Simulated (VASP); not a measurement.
# Na (Pm-3m) in VASP: single point with LDA

Aim: the single point of Na with LDA.

Program: VASP 6.6.1. These are calculated values, not measurements. Logs are shortened: lines on timing, memory, paths and dates and some standing lists are left out, and cuts for length are marked.

### Step 1. The cell of the first run

Symmetry: Pm-3m, No. 221, cubic system. Conventional cell: a = 3.293 Å, b = 3.293 Å, c = 3.293 Å, α = 90.00°, β = 90.00°, γ = 90.00°. Within 4.3 Å of Na (site symmetry m-3m) lie 6 Na at 3.29 Å.

### Step 2. Single point, LDA

File INCAR:

```
  PREC = Accurate
  ENCUT = 520
  EDIFF = 1E-7
  ISMEAR = -1
  SIGMA = 0.13605693000000002
  LREAL = False
  LASPH = True
  NELM = 100
  ALGO = Normal
  ISIF = 2
  LWAVE = False
  LCHARG = False
  GGA = CA
  NBANDS = 10
```

File KPOINTS:

```
regular mesh
0
Gamma
  10 10 10
```

File POSCAR:

```
Na
1.0
    3.2932214699      0.0000000000      0.0000000000
    0.0000000000      3.2932214699      0.0000000000
    0.0000000000      0.0000000000      3.2932214699
Na
1
Direct
    0.0000000000      0.0000000000      0.0000000000
```

Potentials or basis: VASP PAW LDA potentials, release 64 (Na_pv).

Started as:

```console
cat potpaw_LDA.64/Na_pv/POTCAR > POTCAR
mpirun -np 1 vasp_std > vasp.out
```

OUTCAR:

```text
PREC = Accurate
   ENCUT = 520
   EDIFF = 1E-7
   ISMEAR = -1
   LREAL = False
   LASPH = True
   NELM = 100
   ISIF = 2
   GGA = CA

 ion  position               nearest neighbor table
   1  0.000  0.000  0.000-

  LATTYP: Found a simple cubic cell.
 ALAT       =     3.2932214699

  Lattice vectors:

 A1 = (   3.2932214699,   0.0000000000,   0.0000000000)
 A2 = (   0.0000000000,   3.2932214699,   0.0000000000)
 A3 = (   0.0000000000,   0.0000000000,   3.2932214699)

Analysis of symmetry for initial positions (statically):
=====================================================================
 Subroutine PRICEL returns:
 Original cell was already a primitive cell.

 Routine SETGRP: Setting up the symmetry group for a
 simple cubic supercell.

 Subroutine GETGRP returns: Found 48 space group operations
 (whereof 48 operations were pure point group operations)
 out of a pool of 48 trial point group operations.

The static configuration has the point symmetry O_h .

Analysis of symmetry for dynamics (positions and initial velocities):
=====================================================================
 Subroutine PRICEL returns:
 Original cell was already a primitive cell.

 Routine SETGRP: Setting up the symmetry group for a
 simple cubic supercell.

 Subroutine GETGRP returns: Found 48 space group operations
 (whereof 48 operations were pure point group operations)
 out of a pool of 48 trial point group operations.

The dynamic configuration has the point symmetry O_h .

 Subroutine INISYM returns: Found 48 space group operations
 (whereof 48 operations are pure point group operations),
 and found     1 'primitive' translations

----------------------------------------------------------------------------------------

                                     Primitive cell

  volume of cell :      35.7160

  direct lattice vectors                    reciprocal lattice vectors
     3.293221470  0.000000000  0.000000000     0.303654039  0.000000000  0.000000000
     0.000000000  3.293221470  0.000000000     0.000000000  0.303654039  0.000000000
     0.000000000  0.000000000  3.293221470     0.000000000  0.000000000  0.303654039

  length of vectors
     3.293221470  3.293221470  3.293221470     0.303654039  0.303654039  0.303654039

  position of ions in fractional coordinates (direct lattice)
     0.000000000  0.000000000  0.000000000

  ion indices of the primitive-cell ions
   primitive index   ion index
                 1           1

----------------------------------------------------------------------------------------

 KPOINTS: regular mesh

Automatic generation of k-mesh.
 Grid dimensions read from file:
 generate k-points for:   10   10   10

 Generating k-lattice:

  Cartesian coordinates                     Fractional coordinates (reciprocal lattice)
     0.030365404  0.000000000  0.000000000     0.100000000  0.000000000  0.000000000
     0.000000000  0.030365404  0.000000000     0.000000000  0.100000000  0.000000000
     0.000000000  0.000000000  0.030365404     0.000000000  0.000000000  0.100000000

  Length of vectors
     0.030365404  0.030365404  0.030365404

  Shift w.r.t. Gamma in fractional coordinates (k-lattice)
     0.000000000  0.000000000  0.000000000

 Subroutine IBZKPT returns following result:
 ===========================================

 Found     56 irreducible k-points:

 Following reciprocal coordinates:
            Coordinates               Weight
  0.000000  0.000000  0.000000      1.000000
  0.100000  0.000000  0.000000      6.000000
  0.200000  0.000000  0.000000      6.000000
  0.300000  0.000000  0.000000      6.000000
  0.400000  0.000000  0.000000      6.000000
  0.500000  0.000000  0.000000      3.000000
[... 16 lines left out ...]
  0.200000  0.100000  0.100000     24.000000
  0.300000  0.100000  0.100000     24.000000
 [... further k-points ...]
   k-points           NKPTS =     56   k-points in BZ     NKDIM =     56   number of bands    NBANDS=     10
   number of dos      NEDOS =    301   number of ions     NIONS =      1
   total plane-waves  NPLWV =  13824
   dimension x,y,z NGX =    24 NGY =   24 NGZ =   24
   dimension x,y,z NGXF=    48 NGYF=   48 NGZF=   48
   ions per type =               1
   NGX,Y,Z   is equivalent  to a cutoff of  12.12, 12.12, 12.12 a.u.
   NGXF,Y,Z  is equivalent  to a cutoff of  24.23, 24.23, 24.23 a.u.
 SYSTEM =  unknown system
   PREC   = accura    normal or accurate (medium, high low for compatibility)
   ISTART =      0    job   : 0-new  1-cont  2-samecut
   ICHARG =      2    charge: 1-file 2-atom 10-const
   ISPIN  =      1    spin polarized calculation?
   LNONCOLLINEAR =      F non collinear calculations
   LSORBIT =      F    spin-orbit coupling
   LASPH  =      T    aspherical Exc in radial PAW
   ENCUT  =  520.0 eV  38.22 Ry    6.18 a.u.   6.12  6.12  6.12*2*pi/ulx,y,z
   NELM   =    100;   NELMIN=  2; NELMDL= -5     # of ELM steps
   EDIFF  = 0.1E-06   stopping-criterion for ELM
   LREAL  =      F    real-space projection
   EDIFFG = 0.1E-05   stopping-criterion for IOM
   NSW    =      0    number of steps for IOM
   IBRION =     -1    ionic relax: 0-MD 1-quasi-New 2-CG
   NFREE  =      0    steps in history (QN), initial steepest desc. (CG)
   ISIF   =      2    stress and relaxation
   ISYM   =      2    0-nonsym 1-usesym 2-fastsym
   POTIM  = 0.5000    time-step for ionic-motion
   TEBEG  =    0.0;   TEEND  =   0.0 temperature during run
   PSTRESS=    0.0 pullay stress
   NELECT =       7.0000    total number of electrons
   NUPDOWN=      -1.0000    fix difference up-down
   EMIN   =  10.00;   EMAX   =-10.00  energy-range for DOS
   EFERMI =   0.00;   METHOD = LEGACY
   ISMEAR =    -1;   SIGMA  =   0.14  broadening in eV -4-tet -1-fermi 0-gaus
   EFERMI_NEDOS =   21; number of points for ismear=-14 and -15
   IALGO  =     38    algorithm
   IMIX   =      4    mixing-type and parameters
     AMIX     =   0.40;   BMIX     =  1.00
     AMIX_MAG =   1.60;   BMIX_MAG =  1.00
  volume/ion in A,a.u.               =      35.72       241.02
  Fermi-wavevector in a.u.,A,eV,Ry     =   0.950940  1.797017 12.303577  0.904287
  Thomas-Fermi vector in A             =   2.079364
   LORBIT       =      0    0 simple, 1 ext, 2 COOP (PROOUT), +10 PAW based schemes
   GGA     = CA    functional components
   LHFCALC =     F    Hartree Fock is set to
   AEXX    =    0.0000 exact exchange contribution
   IVDW    =     0    specifies the selected vdW correction
   LEPSILON=     F    determine dielectric tensor
   LRPA    =     F    only Hartree local field effects (RPA)
 non-spin polarized calculation
  energy-cutoff  :      520.00
  volume of cell :       35.72
 maximum number of plane-waves:       976
   NGX = 13   NGY = 13   NGZ = 13

 number of electron       7.0000018 magnetization

 Free energy of the ion-electron system (eV)
  ---------------------------------------------------
  ext. energy  EPLUGINS =         0.00000000
  ---------------------------------------------------
  free energy    TOTEN  =        -1.34650947 eV

  energy without entropy =       -1.31916135  energy(sigma->0) =       -1.33283541

 E-fermi :   0.3198     XC(G=0):  -6.8234

 val. band max:        0.3188692940   @ k =   0.5000   0.0000   0.0000
 cond. band min:       0.3919096704   @ k =   0.4000   0.3000   0.0000
 fundamental gap:      0.0730403764
 Fermi energy:         0.3197606721

 k-point     1 :       0.0000    0.0000    0.0000
  band No.  band energies     occupation
      1     -24.8037      2.00000
      2     -24.8037      2.00000
      3     -24.8037      2.00000
      4      -3.0868      2.00000
      5       8.9003      0.00000
      6       8.9003      0.00000
      7      10.4075      0.00000
      8      10.4075      0.00000
      9      10.4075      0.00000
     10      13.6283      0.00000

 k-point     2 :       0.1000    0.0000    0.0000
  band No.  band energies     occupation
      1     -24.8102      2.00000
      2     -24.8031      2.00000
      3     -24.8031      2.00000
      4      -2.9431      2.00000
      5       7.4569      0.00000
      6       9.0294      0.00000
      7      10.5192      0.00000
      8      10.5192      0.00000
      9      11.3598      0.00000
     10      14.4583      0.00000

 k-point     3 :       0.2000    0.0000    0.0000
  band No.  band energies     occupation
      1     -24.8273      2.00000
      2     -24.8017      2.00000
      3     -24.8017      2.00000
      4      -2.5145      2.00000
      5       5.4588      0.00000
      6       9.4117      0.00000
      7      10.8540      0.00000
      8      10.8540      0.00000
      9      12.2143      0.00000
     10      16.5750      0.00000

 k-point     4 :       0.3000    0.0000    0.0000
  band No.  band energies     occupation
      1     -24.8483      2.00000
      2     -24.7999      2.00000
      3     -24.7999      2.00000
      4      -1.8082      2.00000
      5       3.5685      0.00000
      6      10.0252      0.00000
      7      11.4100      0.00000
      8      11.4100      0.00000
      9      12.9929      0.00000
     10      16.1297      0.00000
[... 222 lines left out ...]
 k-point    22 :       0.1000    0.1000    0.1000
  band No.  band energies     occupation
      1     -24.8097      2.00000
      2     -24.8087      2.00000
      3     -24.8087      2.00000
      4      -2.6569      2.00000
      5       7.4164      0.00000
      6       7.4164      0.00000
      7       9.2071      0.00000
      8      12.6334      0.00000
      9      12.6334      0.00000
     10      15.3693      0.00000

 k-point    23 :       0.2000    0.1000    0.1000
  band No.  band energies     occupation
      1     -24.8260      2.00000
      2     -24.8078      2.00000
      3     -24.8072      2.00000
      4      -2.2306      2.00000
      5       5.6752      0.00000
      6       7.7908      0.00000
      7       9.2387      0.00000
      8      12.9037      0.00000
      9      14.0357      0.00000
     10      15.7681      0.00000

 k-point    24 :       0.3000    0.1000    0.1000
  band No.  band energies     occupation
      1     -24.8468      2.00000
      2     -24.8059      2.00000
      3     -24.8053      2.00000
      4      -1.5280      2.00000
      5       3.8222      0.00000
      6       8.4109      0.00000
      7       9.7856      0.00000
      8      12.9188      0.00000
      9      14.4654      0.00000
     10      14.4753      0.00000

 [... further k-points ...]

------------------------ aborting loop because EDIFF is reached ----------------------------------------

  FORCE on cell =-STRESS in cart. coord.  units (eV):
  Direction    XX          YY          ZZ          XY          YZ          ZX
  --------------------------------------------------------------------------------------
  -------------------------------------------------------------------------------------
  Total        0.0008025      0.0008025      0.0008025      0.0000000      0.0000000     -0.0000000
  in kB        0.0359989      0.0359989      0.0359989      0.0000000      0.0000000     -0.0000000
  external PRESSURE =       0.0359989 kB  Pullay stress =       0.0000000 kB

 VOLUME and BASIS-vectors are now :
 -----------------------------------------------------------------------------
  energy-cutoff  :      520.00
  volume of cell :       35.72
      direct lattice vectors                 reciprocal lattice vectors
     3.293221470  0.000000000  0.000000000     0.303654039  0.000000000  0.000000000
     0.000000000  3.293221470  0.000000000     0.000000000  0.303654039  0.000000000
     0.000000000  0.000000000  3.293221470     0.000000000  0.000000000  0.303654039

 POSITION                                       TOTAL-FORCE (eV/Angst)
 -----------------------------------------------------------------------------------
      0.00000      0.00000      0.00000         0.000000      0.000000      0.000000
 -----------------------------------------------------------------------------------
    total drift:                                0.000000     -0.000000      0.000000

  FREE ENERGIE OF THE ION-ELECTRON SYSTEM (eV)
  ---------------------------------------------------
  free  energy   TOTEN  =        -1.3465094674 eV

  energy  without entropy=       -1.3191613463  energy(sigma->0) =       -1.33283541
```

Run time: 4.7 s. Hardware: 1 thread of Intel Xeon Platinum 8559C (Emerald Rapids), shared host; peak memory 0.13 GiB.

Results:

| Quantity | Value |
| --- | --- |
| Free energy | -1.3465 eV |
| Pressure | 0.0 GPa |

Levels at points of the mesh, in eV from the Fermi level:
| k point | band 1 | band 2 | band 3 | band 4 | band 5 | band 6 | band 7 |
| --- | --- | --- | --- | --- | --- | --- | --- |
| (0.00, 0.00, 0.00) | -25.12 | -25.12 | -25.12 | -3.41 | 8.58 | 8.58 | 10.09 |
| (0.50, 0.00, 0.00) | -25.19 | -25.12 | -25.12 | 0.00 | 0.16 | 10.93 | 12.52 |
| (0.50, 0.50, 0.00) | -25.18 | -25.18 | -25.11 | 3.12 | 3.12 | 3.30 | 4.22 |
| (0.50, 0.50, 0.50) | -25.17 | -25.17 | -25.17 | 6.11 | 6.11 | 6.11 | 6.28 |
